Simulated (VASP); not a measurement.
# PdPtC4N4 (P-43m) in VASP: single point with PBE

Aim: the single point of PdPtC4N4 with PBE.

Everything below comes from runs of VASP 6.6.1. Logs are shortened: lines on timing, memory, paths and dates and some standing lists are left out, and cuts for length are marked.

### Step 1. The cell of the first run

The structure is cubic, space group P-43m (No. 215). The conventional cell has a = 6.018 Å, b = 6.018 Å, c = 6.018 Å, α = 90.00°, β = 90.00°, γ = 90.00°. Pd (site symmetry -43m) has 4 N at 2.05 Å within 2.7 Å. Within 2.6 Å of Pt (site symmetry -43m) lie 4 C at 1.98 Å. C (site symmetry 3m) has 1 N at 1.18 Å within 1.6 Å. N (site symmetry 3m) has 1 C at 1.18 Å within 1.6 Å.

### Step 2. Single point, PBE, collinear spin

The input, INCAR:

```
SYSTEM = PdPtC4N4
PREC     = Accurate       ! precision mode
ENCUT    = 520            ! plane-wave cutoff, eV
EDIFF    = 1E-7           ! SCF threshold, eV
ISMEAR   = 0              ! smearing method
SIGMA    = 0.1            ! smearing width, eV
LREAL    = .False.        ! projectors in reciprocal space
LASPH    = .True.         ! aspherical terms in the spheres
NELM     = 150            ! most SCF steps
ALGO     = Normal         ! electronic algorithm
ISIF     = 2              ! what is computed and relaxed
LWAVE    = .False.        ! write WAVECAR
LCHARG   = .True.         ! write CHGCAR
ISPIN    = 2              ! spin polarisation
MAGMOM   = 1 1 0 0 0 0 0 0 0 0 ! initial moments
LORBIT   = 11             ! projections on sites
LMAXMIX  = 4              ! l up to which the mixer works
GGA      = PE             ! functional
LELF     = .True.         ! ELF
LVHAR    = .True.       
NBANDS   = 43             ! bands
```

The input, KPOINTS:

```
regular mesh
0
Gamma
  4 4 4
  0 0 0
```

The input, POSCAR:

```
PdPtC4N4
1.0
    6.0177058223      0.0000000000      0.0000000000
    0.0000000000      6.0177058223      0.0000000000
    0.0000000000      0.0000000000      6.0177058223
Pd Pt C N
1 1 4 4
Direct
    0.5000000000      0.5000000000      0.5000000000
    0.0000000000      0.0000000000      0.0000000000
    0.1898056754      0.1898056754      0.1898056754
    0.1898056754      0.8101943246      0.8101943246
    0.8101943246      0.1898056754      0.8101943246
    0.8101943246      0.8101943246      0.1898056754
    0.3031685500      0.3031685500      0.3031685500
    0.3031685500      0.6968314500      0.6968314500
    0.6968314500      0.3031685500      0.6968314500
    0.6968314500      0.6968314500      0.3031685500
```

Potentials or basis: VASP PAW PBE potentials, release 64 (Pd, Pt, C, N).

The run is started by

```console
cat potpaw_PBE.64/Pd/POTCAR potpaw_PBE.64/Pt/POTCAR potpaw_PBE.64/C/POTCAR potpaw_PBE.64/N/POTCAR > POTCAR
mpirun -np 1 vasp_std > vasp.out
```

OUTCAR:

```text
SYSTEM = PdPtC4N4
   PREC = Accurate
   ENCUT = 520
   EDIFF = 1E-7
   ISMEAR = 0
   LREAL = .False.
   LASPH = .True.
   NELM = 150
   ISIF = 2
   ISPIN = 2
   LORBIT = 11
   GGA = PE

 ion  position               nearest neighbor table
   1  0.500  0.500  0.500-   7 2.05   8 2.05   9 2.05  10 2.05
   2  0.000  0.000  0.000-   3 1.98   4 1.98   5 1.98   6 1.98
   3  0.190  0.190  0.190-   7 1.18   2 1.98
   4  0.190  0.810  0.810-   8 1.18   2 1.98
   5  0.810  0.190  0.810-   9 1.18   2 1.98
   6  0.810  0.810  0.190-  10 1.18   2 1.98
   7  0.303  0.303  0.303-   3 1.18   1 2.05
   8  0.303  0.697  0.697-   4 1.18   1 2.05
   9  0.697  0.303  0.697-   5 1.18   1 2.05
  10  0.697  0.697  0.303-   6 1.18   1 2.05

  LATTYP: Found a simple cubic cell.
 ALAT       =     6.0177058223

  Lattice vectors:

 A1 = (   6.0177058223,   0.0000000000,   0.0000000000)
 A2 = (   0.0000000000,   6.0177058223,   0.0000000000)
 A3 = (   0.0000000000,   0.0000000000,   6.0177058223)

Analysis of symmetry for initial positions (statically):
=====================================================================
 Subroutine PRICEL returns:
 Original cell was already a primitive cell.

 Routine SETGRP: Setting up the symmetry group for a
 simple cubic supercell.

 Subroutine GETGRP returns: Found 24 space group operations
 (whereof 24 operations were pure point group operations)
 out of a pool of 48 trial point group operations.

The static configuration has the point symmetry T_d .

Analysis of symmetry for dynamics (positions and initial velocities):
=====================================================================
 Subroutine PRICEL returns:
 Original cell was already a primitive cell.

 Routine SETGRP: Setting up the symmetry group for a
 simple cubic supercell.

 Subroutine GETGRP returns: Found 24 space group operations
 (whereof 24 operations were pure point group operations)
 out of a pool of 48 trial point group operations.

The dynamic configuration has the point symmetry T_d .

Analysis of structural, dynamic, and magnetic symmetry:
=====================================================================
 Subroutine PRICEL returns:
 Original cell was already a primitive cell.

 Routine SETGRP: Setting up the symmetry group for a
 simple cubic supercell.

 Subroutine GETGRP returns: Found 24 space group operations
 (whereof 24 operations were pure point group operations)
 out of a pool of 48 trial point group operations.

The overall configuration has the point symmetry T_d .

 Subroutine INISYM returns: Found 24 space group operations
 (whereof 24 operations are pure point group operations),
 and found     1 'primitive' translations

----------------------------------------------------------------------------------------

                                     Primitive cell

  volume of cell :     217.9179

  direct lattice vectors                    reciprocal lattice vectors
     6.017705822  0.000000000  0.000000000     0.166176285  0.000000000  0.000000000
     0.000000000  6.017705822  0.000000000     0.000000000  0.166176285  0.000000000
     0.000000000  0.000000000  6.017705822     0.000000000  0.000000000  0.166176285

  length of vectors
     6.017705822  6.017705822  6.017705822     0.166176285  0.166176285  0.166176285

  position of ions in fractional coordinates (direct lattice)
     0.500000000  0.500000000  0.500000000
     0.000000000  0.000000000  0.000000000
     0.189805675  0.189805675  0.189805675
     0.189805675  0.810194325  0.810194325
     0.810194325  0.189805675  0.810194325
     0.810194325  0.810194325  0.189805675
     0.303168550  0.303168550  0.303168550
     0.303168550  0.696831450  0.696831450
     0.696831450  0.303168550  0.696831450
     0.696831450  0.696831450  0.303168550

  ion indices of the primitive-cell ions
   primitive index   ion index
                 1           1
                 2           2
                 3           3
                 4           4
                 5           5
                 6           6
                 7           7
                 8           8
                 9           9
                10          10

[... 48 lines left out ...]
   ISTART =      0    job   : 0-new  1-cont  2-samecut
   ICHARG =      2    charge: 1-file 2-atom 10-const
   ISPIN  =      2    spin polarized calculation?
   LNONCOLLINEAR =      F non collinear calculations
   LSORBIT =      F    spin-orbit coupling
   LASPH  =      T    aspherical Exc in radial PAW
   ENCUT  =  520.0 eV  38.22 Ry    6.18 a.u.  11.19 11.19 11.19*2*pi/ulx,y,z
   NELM   =    150;   NELMIN=  2; NELMDL= -5     # of ELM steps
   EDIFF  = 0.1E-06   stopping-criterion for ELM
   LREAL  =      F    real-space projection
   EDIFFG = 0.1E-05   stopping-criterion for IOM
   NSW    =      0    number of steps for IOM
   IBRION =     -1    ionic relax: 0-MD 1-quasi-New 2-CG
   NFREE  =      0    steps in history (QN), initial steepest desc. (CG)
   ISIF   =      2    stress and relaxation
   ISYM   =      2    0-nonsym 1-usesym 2-fastsym
   POTIM  = 0.5000    time-step for ionic-motion
   TEBEG  =    0.0;   TEEND  =   0.0 temperature during run
   PSTRESS=    0.0 pullay stress
   NELECT =      56.0000    total number of electrons
   NUPDOWN=      -1.0000    fix difference up-down
   EMIN   =  10.00;   EMAX   =-10.00  energy-range for DOS
   EFERMI =   0.00;   METHOD = LEGACY
   ISMEAR =     0;   SIGMA  =   0.10  broadening in eV -4-tet -1-fermi 0-gaus
   EFERMI_NEDOS =   21; number of points for ismear=-14 and -15
   IALGO  =     38    algorithm
   IMIX   =      4    mixing-type and parameters
     AMIX     =   0.40;   BMIX     =  1.00
     AMIX_MAG =   1.60;   BMIX_MAG =  1.00
  volume/ion in A,a.u.               =      21.79       147.06
  Fermi-wavevector in a.u.,A,eV,Ry     =   1.040814  1.966854 14.739113  1.083294
  Thomas-Fermi vector in A             =   2.175407
   LORBIT       =     11    0 simple, 1 ext, 2 COOP (PROOUT), +10 PAW based schemes
   GGA     = PE    functional components
   LHFCALC =     F    Hartree Fock is set to
   AEXX    =    0.0000 exact exchange contribution
   IVDW    =     0    specifies the selected vdW correction
   LEPSILON=     F    determine dielectric tensor
   LRPA    =     F    only Hartree local field effects (RPA)
 spin polarized calculation
 Gauss-broadening in eV      SIGMA  =   0.10
  energy-cutoff  :      520.00
  volume of cell :      217.92
 maximum number of plane-waves:      5904
 NGX is ok and might be reduce to    48
   NGX = 23   NGY = 23   NGZ = 23

 number of electron      56.0000010 magnetization       0.9736983

 Free energy of the ion-electron system (eV)
  ---------------------------------------------------
  ext. energy  EPLUGINS =         0.00000000
  ---------------------------------------------------
  free energy    TOTEN  =       -73.43901276 eV

  energy without entropy =      -73.39371731  energy(sigma->0) =      -73.41636504

 E-fermi :  -0.9526     XC(G=0):  -7.2243

 val. band max:       -0.9643213919   @ k =   0.5000   0.2500   0.2500
 cond. band min:      -0.9350309145   @ k =   0.5000   0.5000   0.2500
 fundamental gap:      0.0292904774
 Fermi energy:        -0.9526187586

 spin component 1

 k-point     1 :       0.0000    0.0000    0.0000
  band No.  band energies     occupation
      1     -18.4311      1.00000
      2     -18.3353      1.00000
      3     -18.3353      1.00000
      4     -18.3353      1.00000
      5      -9.4672      1.00000
      6      -8.7091      1.00000
[... 419 lines left out ...]
     39       6.1411      0.00000
     40       6.7054      0.00000
 Fermi energy:        -0.9526187586

 spin component 2

 k-point     1 :       0.0000    0.0000    0.0000
  band No.  band energies     occupation
      1     -18.3613      1.00000
      2     -18.2651      1.00000
      3     -18.2651      1.00000
      4     -18.2651      1.00000
      5      -9.3712      1.00000
      6      -8.6003      1.00000
[... 419 lines left out ...]
     39       6.2618      0.00000
     40       6.7495      0.00000
 [bands above 40 left out]

------------------------ aborting loop because EDIFF is reached ----------------------------------------

  FORCE on cell =-STRESS in cart. coord.  units (eV):
  Direction    XX          YY          ZZ          XY          YZ          ZX
  --------------------------------------------------------------------------------------
  -------------------------------------------------------------------------------------
  Total        0.5628102      0.5628102      0.5628102     -0.0000000     -0.0000000     -0.0000000
  in kB        4.1378972      4.1378972      4.1378972     -0.0000000     -0.0000000     -0.0000000
  external PRESSURE =       4.1378972 kB  Pullay stress =       0.0000000 kB

 VOLUME and BASIS-vectors are now :
 -----------------------------------------------------------------------------
  energy-cutoff  :      520.00
  volume of cell :      217.92
      direct lattice vectors                 reciprocal lattice vectors
     6.017705822  0.000000000  0.000000000     0.166176285  0.000000000  0.000000000
     0.000000000  6.017705822  0.000000000     0.000000000  0.166176285  0.000000000
     0.000000000  0.000000000  6.017705822     0.000000000  0.000000000  0.166176285

 POSITION                                       TOTAL-FORCE (eV/Angst)
 -----------------------------------------------------------------------------------
      3.00885      3.00885      3.00885         0.000000      0.000000     -0.000000
      0.00000      0.00000      0.00000         0.000000      0.000000     -0.000000
      1.14219      1.14219      1.14219        -0.165071     -0.165071     -0.165071
      1.14219      4.87551      4.87551        -0.165071      0.165071      0.165071
      4.87551      1.14219      4.87551         0.165071     -0.165071      0.165071
      4.87551      4.87551      1.14219         0.165071      0.165071     -0.165071
      1.82438      1.82438      1.82438         0.170306      0.170306      0.170306
      1.82438      4.19333      4.19333         0.170306     -0.170306     -0.170306
      4.19333      1.82438      4.19333        -0.170306      0.170306     -0.170306
      4.19333      4.19333      1.82438        -0.170306     -0.170306      0.170306
 -----------------------------------------------------------------------------------
    total drift:                                0.000000      0.000000     -0.000000

  FREE ENERGIE OF THE ION-ELECTRON SYSTEM (eV)
  ---------------------------------------------------
  free  energy   TOTEN  =       -73.4390127612 eV

  energy  without entropy=      -73.3937173148  energy(sigma->0) =      -73.41636504

 total charge

# of ion       s       p       d       tot
------------------------------------------
    1        0.404   0.599   8.307   9.310
    2        0.748   0.968   7.953   9.670
    3        0.949   1.608   0.000   2.557
    4        0.949   1.608   0.000   2.557
    5        0.949   1.608   0.000   2.557
    6        0.949   1.608   0.000   2.557
    7        1.307   2.533   0.000   3.840
    8        1.307   2.533   0.000   3.840
    9        1.307   2.533   0.000   3.840
   10        1.307   2.533   0.000   3.840
--------------------------------------------------
tot         10.173  18.133  16.260  44.567

 magnetization (x)

# of ion       s       p       d       tot
------------------------------------------
    1        0.001   0.021   0.280   0.302
    2        0.002   0.070   0.183   0.255
    3        0.005   0.017   0.000   0.021
    4        0.005   0.017   0.000   0.021
    5        0.005   0.017   0.000   0.021
    6        0.005   0.017   0.000   0.021
    7        0.003   0.038   0.000   0.042
    8        0.003   0.038   0.000   0.042
    9        0.003   0.038   0.000   0.042
   10        0.003   0.038   0.000   0.042
--------------------------------------------------
tot          0.036   0.309   0.463   0.808
```

Wall time 4.4 min (1 thread of Intel Xeon Platinum 8488C (Sapphire Rapids), shared host); peak memory 0.49 GiB.

Results:

```yaml
Free_energy: -73.4390 eV
Pressure: 0.4 GPa
Largest_force: 0.295 eV/Å
Net_moment: 0.97 μB per cell
Site_moments: Pd +0.30; Pt +0.26; C +0.02; N +0.04 μB
Valence_electrons_inside_the_program's_atomic_spheres: Pd 9.31; Pt 9.67; C 2.56; N 3.84
```

Forces in eV/Å, atoms in the order of the input:
```
Pd   0.000  0.000  0.000
Pt   0.000  0.000  0.000
C   -0.165 -0.165 -0.165
C   -0.165  0.165  0.165
C    0.165 -0.165  0.165
C    0.165  0.165 -0.165
N    0.170  0.170  0.170
N    0.170 -0.170 -0.170
N   -0.170  0.170 -0.170
N   -0.170 -0.170  0.170
```

Caveat: a moment this small can come from the mesh or the smearing; spin-orbit coupling is left out, which moves the levels of the heavy elements.
